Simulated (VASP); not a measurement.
Crystal: InGaAs2.

```
CELL_PARAMETERS angstrom
4.21500 0.00000 0.00000
0.00000 4.21500 0.00000
0.00000 0.00000 5.98984
ATOMIC_POSITIONS crystal
In 0.00000 0.00000 0.50000
Ga 0.50000 0.50000 0.00000
As 0.50000 0.00000 0.76941
As 0.00000 0.50000 0.23059
```

* Program: VASP 6.6.1
* Task: relaxation of cell and atoms
* Functional: LDA
* Potentials or basis: VASP PAW LDA potentials, release 64 (In_d, Ga_d, As)
* Cutoff: 600 eV
* k mesh: 6 × 6 × 4
* Occupations: fermi-dirac, width 0.02 eV
* Spin: no spin polarisation

At the start: pressure -4.1 GPa; volume 26.60 Å³/atom.

Q: How do energy, volume and symmetry change on relaxing?

A: Over 10 steps the energy falls by 26.3 meV/atom and the volume is 24.70 Å³/atom (-7.2 %); space group P-4m2 (No. 115, to 0.1 Å) before and after.

The path:
| step | energy change (eV) | largest force (eV/Å) | pressure (GPa) | volume (Å³) |
| --- | --- | --- | --- | --- |
| 1 | 0.0000 | 0.0378 | -4.14 | 106.42 |
| 2 | -0.0899 | 0.0821 | 1.84 | 96.18 |
| 3 | -0.1050 | 0.0473 | 0.03 | 98.80 |
| 4 | -0.1050 | 0.0451 | -0.10 | 98.95 |
| 5 | -0.1051 | 0.0207 | -0.07 | 98.93 |
| 6 | -0.1052 | 0.0015 | -0.07 | 98.92 |
| 7 | -0.1052 | 0.0031 | 0.05 | 98.75 |
| 8 | -0.1052 | 0.0015 | -0.05 | 98.80 |
| 9 | -0.1052 | 0.0022 | 0.04 | 98.78 |
| 10 | -0.1052 | 0.0019 | -0.01 | 98.79 |

Final structure:
```cif
data_structure
_symmetry_space_group_name_H-M 'P 1'
_symmetry_Int_Tables_number 1
_cell_length_a 4.1122
_cell_length_b 4.1122
_cell_length_c 5.8418
_cell_angle_alpha 90.000
_cell_angle_beta 90.000
_cell_angle_gamma 90.000
_cell_volume 98.79
loop_
_atom_site_label
_atom_site_type_symbol
_atom_site_fract_x
_atom_site_fract_y
_atom_site_fract_z
_atom_site_occupancy
In1 In 0.00000 0.00000 0.50000 1
Ga1 Ga 0.50000 0.50000 0.00000 1
As1 As 0.50000 0.00000 0.76984 1
As2 As 0.00000 0.50000 0.23016 1
```
